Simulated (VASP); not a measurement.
A run of VASP 6.6.1:

The input INCAR:

```
SYSTEM = Nb
ALGO = Normal ; EDIFF = 1E-7
ENCUT = 520 ; GGA = PE
ISIF = 2 ; ISMEAR = 0
LASPH = .TRUE. ; LCHARG = .FALSE.
LREAL = .FALSE. ; LWAVE = .FALSE.
NBANDS = 12 ; NELM = 80
PREC = Accurate ; SIGMA = 0.05
```

KPOINTS

```
k-points
0
G
  8 8 8
  0 0 0
```

File POSCAR:

```
Nb
1.0
    0.0000000000      2.1076182726      2.1076182726
    2.1076182726      0.0000000000      2.1076182726
    2.1076182726      2.1076182726      0.0000000000
Nb
1
Direct
    0.0000000000      0.0000000000      0.0000000000
```

Potentials or basis: VASP PAW PBE potentials, release 64 (Nb_sv).

Command:

```console
$ cat potpaw_PBE.64/Nb_sv/POTCAR > POTCAR
$ mpirun -np 1 vasp_std > vasp.out
```

Hardware: 1 thread of Intel Xeon 6975P-C, on a shared host.

**Question.** How long does it take, and how much memory?

**Answer.** It took 6.4 s on 1 thread of Intel Xeon 6975P-C (shared host), peak memory 0.14 GiB. Counts: scf iterations 14, k points 29.
